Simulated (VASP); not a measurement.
A run of VASP 6.6.1 is set up as follows.

INCAR

```
SYSTEM = FeCo
PREC = Accurate
ENCUT = 520
EDIFF = 1E-8
ISMEAR = -1
SIGMA = 0.05
LREAL = .FALSE.
LASPH = .TRUE.
NELM = 200
ALGO = Normal
ISIF = 2
LWAVE = .FALSE.
LCHARG = .FALSE.
ISPIN = 2
MAGMOM = 3 2
LORBIT = 11
LMAXMIX = 4
GGA = PE
LEFG = .TRUE.
NBANDS = 20
GGA_COMPAT = .FALSE.
```

File KPOINTS:

```
Automatic mesh
0
G
  11 11 11
  0 0 0
```

Contents of POSCAR:

```
FeCo
1.0
    2.8806126410      0.0000000000      0.0000000000
    0.0000000000      2.8806126410      0.0000000000
    0.0000000000      0.0000000000      2.8806126410
Fe Co
1 1
Direct
    0.5000000000      0.5000000000      0.5000000000
    0.0000000000      0.0000000000      0.0000000000
```

Potentials or basis: VASP PAW PBE potentials, release 64 (Fe, Co).

Run with:

```bash
$ cat potpaw_PBE.64/Fe/POTCAR potpaw_PBE.64/Co/POTCAR > POTCAR
$ mpirun -np 1 vasp_std > vasp.out
```

Q: What does it give for the pressure?

A: -7.1 GPa.

Q: Estimate the site moments.

A: Fe +2.81; Co +1.77 μB.

Q: Predict the net moment.

A: 4.54 μB per cell.

Caveat: without QUAD_EFG the Cq values of the log hold for a quadrupole moment of 1 mb, not for the nuclei.
